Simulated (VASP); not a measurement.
BaTe:

```
CELL_PARAMETERS angstrom
0.02688 3.94104 3.94104
3.94104 0.02688 3.94104
3.94104 3.94104 0.02688
ATOMIC_POSITIONS crystal
Ba 0.00065 0.00065 0.00065
Te 0.24935 0.24935 0.24935
```

This cell differs from its parent crystal: strain along [111] +1.0%.

Program: VASP 6.6.1. Alike in all runs: task single point; potentials or basis VASP PAW PBE potentials, release 64 (Ba_sv, Te); no spin polarisation; cell as given; cutoff (eV) 520.

Task: Order these runs on this cell by their band gap on the k mesh, lowest first.
A. level PBE; k mesh 6 × 6 × 6; smearing fermi-dirac 0.02 eV
B. level r2SCAN; k mesh 6 × 6 × 6; smearing gaussian 0.01 eV
C. level HSE06; k mesh 4 × 4 × 4; smearing gaussian 0.01 eV; grid for exact exchange (PRECFOCK) Normal; screening parameter 0.2079 1/Å

Result: A (2.56 eV), B (2.93 eV), C (3.27 eV).

Caveats: spin-orbit coupling is left out, which moves the levels of the heavy elements.

A k mesh can miss the band edges.
